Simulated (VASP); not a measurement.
# Ba (P6_3/mmc) in VASP: a series of runs, part 2 of 2

VASP 6.6.1.

### Step 4. Single point, RPBE (volume scaled by 0.92)

File INCAR:

```
SYSTEM = Ba
ALGO = Normal
EDIFF = 1E-6
ENCUT = 520
GGA = RP
ISIF = 2
ISMEAR = -1
LASPH = .TRUE.
LCHARG = .FALSE.
LREAL = .FALSE.
LWAVE = .FALSE.
NBANDS = 28
NELM = 80
PREC = Accurate
SIGMA = 0.1
```

File KPOINTS:

```
k-points
0
G
  9 9 3
  0 0 0
```

File POSCAR:

```
Ba
1.0
    4.4832171243      0.0000000000      0.0000000000
   -2.2416085621      3.8825799203      0.0000000000
    0.0000000000      0.0000000000     14.6506912688
Ba
4
Direct
    0.0000000000      1.0000000000      1.0000000000
    0.0000000000      1.0000000000      0.5000000000
    0.3333333333      0.6666666667      0.2500000000
    0.6666666667      0.3333333333      0.7500000000
```

On the command line:

```
$ cat potpaw_PBE.64/Ba_sv/POTCAR > POTCAR
$ mpirun -np 1 vasp_std > vasp.out
```

Wall time 3.3 min (1 thread of Oxide Virtual Turin-like, shared host); peak memory 0.39 GiB.

It converged, with:

* Free energy: -6.7431 eV
* Pressure: 0.8 GPa
* Band gap on the k mesh: zero (band 20 reaches 1.88 eV, above the bottom of band 21 at 1.75 eV)

Levels at points of the mesh, in eV from the Fermi level:
```
           k point  band 16  band 17  band 18  band 19  band 20  band 21  band 22  band 23  band 24  band 25
(0.00, 0.00, 0.00)   -13.93    -2.78    -1.84    -1.83    -0.94     0.98     0.98     1.01     1.65     1.65
```

Caveat: the PAW data sets were made with another functional, which shifts forces and pressure a little; spin-orbit coupling is left out, which moves the levels of the heavy elements.

### Step 5. Single point, RPBE (volume scaled by 0.96)

File INCAR:

```
SYSTEM = Ba
  PREC = Accurate
  ENCUT = 520
  EDIFF = 1E-6
  ISMEAR = -1
  SIGMA = 0.1
  LREAL = .False.
  LASPH = .True.
  NELM = 100
  ALGO = Normal
  ISIF = 2
  LWAVE = .False.
  LCHARG = .True.
  GGA = RP
  LELF = .True.
  LVHAR = .True.
  NBANDS = 28
```

File KPOINTS:

```
Automatic mesh
0
Gamma
  9 9 3
  0 0 0
```

File POSCAR:

```
Ba
1.0
    4.5472717373      0.0000000000      0.0000000000
   -2.2736358687      3.9380528424      0.0000000000
    0.0000000000      0.0000000000     14.8600151391
Ba
4
Direct
    0.0000000000      1.0000000000      1.0000000000
    0.0000000000      1.0000000000      0.5000000000
    0.3333333333      0.6666666667      0.2500000000
    0.6666666667      0.3333333333      0.7500000000
```

On the command line:

```
$ cat potpaw_PBE.64/Ba_sv/POTCAR > POTCAR
$ mpirun -np 1 vasp_std > vasp.out
```

Wall time 4.2 min (1 thread of Oxide Virtual Turin-like, shared host); peak memory 0.4 GiB.

Results (log left out):

```
Free energy            : -6.7848 eV
Pressure               : 0.4 GPa
Band gap on the k mesh : zero (band 20 reaches 1.73 eV, above the bottom of band 21 at 1.63 eV)
```

Levels at points of the mesh, in eV from the Fermi level:
| k point | band 16 | band 17 | band 18 | band 19 | band 20 | band 21 | band 22 | band 23 | band 24 | band 25 |
| --- | --- | --- | --- | --- | --- | --- | --- | --- | --- | --- |
| (0.00, 0.00, 0.00) | -14.03 | -2.75 | -1.85 | -1.84 | -0.93 | 0.87 | 0.96 | 0.98 | 1.62 | 1.62 |

Caveat: the PAW data sets were made with another functional, which shifts forces and pressure a little; spin-orbit coupling is left out, which moves the levels of the heavy elements.

### Step 6. Single point, RPBE

File INCAR:

```
PREC = Accurate ; ENCUT = 520
EDIFF = 1E-6 ; ISMEAR = -1
SIGMA = 0.1 ; LREAL = False
LASPH = True ; NELM = 80
ALGO = Normal ; ISIF = 2
LWAVE = False ; LCHARG = False
GGA = RP ; NBANDS = 28
```

File KPOINTS:

```
Automatic mesh
0
Gamma
  9 9 3
```

File POSCAR:

```
Ba
1.0
    4.6095708725      0.0000000000      0.0000000000
   -2.3047854363      3.9920054762      0.0000000000
    0.0000000000      0.0000000000     15.0636022889
Ba
4
Direct
    0.0000000000      1.0000000000      1.0000000000
    0.0000000000      1.0000000000      0.5000000000
    0.3333333333      0.6666666667      0.2500000000
    0.6666666667      0.3333333333      0.7500000000
```

Potentials or basis: VASP PAW PBE potentials, release 64 (Ba_sv).

On the command line:

```
$ cat potpaw_PBE.64/Ba_sv/POTCAR > POTCAR
$ mpirun -np 1 vasp_std > vasp.out
```

Run time: 2.8 min. Hardware: 1 thread of Oxide Virtual Turin-like, shared host; peak memory 0.41 GiB.

The run converged. Its results:

```
Free energy            : -6.8019 eV
Pressure               : 0.1 GPa
Band gap on the k mesh : zero (band 20 reaches 1.59 eV, above the bottom of band 21 at 1.52 eV)
```

Levels at points of the mesh, in eV from the Fermi level:
```csv
k point,band 16,band 17,band 18,band 19,band 20,band 21,band 22,band 23,band 24,band 25
"(0.00, 0.00, 0.00)",-14.12,-2.73,-1.86,-1.85,-0.91,0.77,0.93,0.96,1.58,1.58
```

Caveat: the PAW data sets were made with another functional, which shifts forces and pressure a little; spin-orbit coupling is left out, which moves the levels of the heavy elements.

### Step 7. Single point, RPBE (volume scaled by 1.04)

File INCAR:

```
PREC     = Accurate       # precision mode
ENCUT    = 520            # plane-wave cutoff, eV
EDIFF    = 1E-6           # SCF threshold, eV
ISMEAR   = -1             # smearing method
SIGMA    = 0.1            # smearing width, eV
LREAL    = False          # projectors in reciprocal space
LASPH    = True           # aspherical terms in the spheres
NELM     = 80             # most SCF steps
ALGO     = Normal         # electronic algorithm
ISIF     = 2              # what is computed and relaxed
LWAVE    = False          # write WAVECAR
LCHARG   = False          # write CHGCAR
GGA      = RP             # functional
NBANDS   = 28             # bands
```

KPOINTS is that of step 6.

File POSCAR:

```
Ba
1.0
    4.6702300771      0.0000000000      0.0000000000
   -2.3351150385      4.0445378883      0.0000000000
    0.0000000000      0.0000000000     15.2618303144
Ba
4
Direct
    0.0000000000      1.0000000000      1.0000000000
    0.0000000000      1.0000000000      0.5000000000
    0.3333333333      0.6666666667      0.2500000000
    0.6666666667      0.3333333333      0.7500000000
```

Potentials or basis: VASP PAW PBE potentials, release 64 (Ba_sv).

On the command line:

```
$ cat potpaw_PBE.64/Ba_sv/POTCAR > POTCAR
$ mpirun -np 1 vasp_std > vasp.out
```

OUTCAR:

```text
PREC = Accurate
   ENCUT = 520
   EDIFF = 1E-6
   ISMEAR = -1
   LREAL = False
   LASPH = True
   NELM = 80
   ISIF = 2
   GGA = RP

 ion  position               nearest neighbor table
   1  0.000  0.000  0.000-   3 4.67   4 4.67   3 4.67   4 4.67   4 4.67   3 4.67
   2  0.000  0.000  0.500-   3 4.67   4 4.67   3 4.67   4 4.67   4 4.67   3 4.67
   3  0.333  0.667  0.250-   1 4.67   2 4.67   1 4.67   2 4.67   1 4.67   2 4.67
   4  0.667  0.333  0.750-   1 4.67   2 4.67   1 4.67   2 4.67   1 4.67   2 4.67

  LATTYP: Found a hexagonal cell.
[... 943 lines left out ...]
  --------------------------------------------------------------------------------------
  -------------------------------------------------------------------------------------
  Total       -0.3729042     -0.3729042     -0.3654613     -0.0000000      0.0000000     -0.0000000
  in kB       -2.0724978     -2.0724978     -2.0311324     -0.0000000      0.0000000     -0.0000000
  external PRESSURE =      -2.0587094 kB  Pullay stress =       0.0000000 kB

 VOLUME and BASIS-vectors are now :
 -----------------------------------------------------------------------------
  energy-cutoff  :      520.00
  volume of cell :      288.28
      direct lattice vectors                 reciprocal lattice vectors
     4.670230077  0.000000000  0.000000000     0.214122213  0.123623517  0.000000000
    -2.335115039  4.044537888  0.000000000     0.000000000  0.247247035  0.000000000
     0.000000000  0.000000000 15.261830314     0.000000000  0.000000000  0.065522941

 POSITION                                       TOTAL-FORCE (eV/Angst)
 -----------------------------------------------------------------------------------
      0.00000      0.00000      0.00000        -0.000000      0.000000     -0.000000
      0.00000      0.00000      7.63092        -0.000000      0.000000     -0.000000
     -0.00000      2.69636      3.81546        -0.000000      0.000000      0.000000
      2.33512      1.34818     11.44637         0.000000     -0.000000     -0.000000
 -----------------------------------------------------------------------------------
    total drift:                               -0.000000      0.000000      0.000000

  FREE ENERGIE OF THE ION-ELECTRON SYSTEM (eV)
  ---------------------------------------------------
  free  energy   TOTEN  =        -6.7975247784 eV

  energy  without entropy=       -6.5523156403  energy(sigma->0) =       -6.67492021
```

It took 6.2 min on 1 thread of Oxide Virtual Turin-like, shared host; peak memory 0.41 GiB.

Results:

- Free energy: -6.7975 eV
- Pressure: -0.2 GPa
- Band gap on the k mesh: zero (band 20 reaches 1.46 eV, above the bottom of band 21 at 1.42 eV)

Levels at points of the mesh, in eV from the Fermi level:
| k point | band 18 | band 19 | band 20 | band 21 | band 22 | band 23 |
| --- | --- | --- | --- | --- | --- | --- |
| (0.00, 0.00, 0.00) | -1.86 | -1.85 | -0.89 | 0.68 | 0.91 | 0.93 |

Caveat: the PAW data sets were made with another functional, which shifts forces and pressure a little; spin-orbit coupling is left out, which moves the levels of the heavy elements.

### Step 8. Overview

```csv
cell,k mesh,gap on the mesh (eV),pressure (GPa)
"a = 4.610, b = 4.610, c = 15.064 Å, angles 90.0, 90.0, 120.0°, 4 atoms",8 × 8 × 3,none,0.1
"a = 4.417, b = 4.417, c = 14.435 Å, angles 90.0, 90.0, 120.0°, 4 atoms",9 × 9 × 3,none,1.2
"a = 4.483, b = 4.483, c = 14.651 Å, angles 90.0, 90.0, 120.0°, 4 atoms",9 × 9 × 3,none,0.8
"a = 4.547, b = 4.547, c = 14.860 Å, angles 90.0, 90.0, 120.0°, 4 atoms",9 × 9 × 3,none,0.4
"a = 4.610, b = 4.610, c = 15.064 Å, angles 90.0, 90.0, 120.0°, 4 atoms",9 × 9 × 3,none,0.1
"a = 4.670, b = 4.670, c = 15.262 Å, angles 90.0, 90.0, 120.0°, 4 atoms",9 × 9 × 3,none,-0.2
```

Alike in all rows: task single point; level RPBE; potentials or basis VASP PAW PBE potentials, release 64 (Ba_sv); no spin polarisation; cutoff (eV) 520; smearing fermi-dirac 0.1 eV.

Caveats: the PAW data sets were made with another functional, which shifts forces and pressure a little; spin-orbit coupling is left out, which moves the levels of the heavy elements.

Total energies depend on the potentials used, so only differences within one code and one set of settings carry meaning.
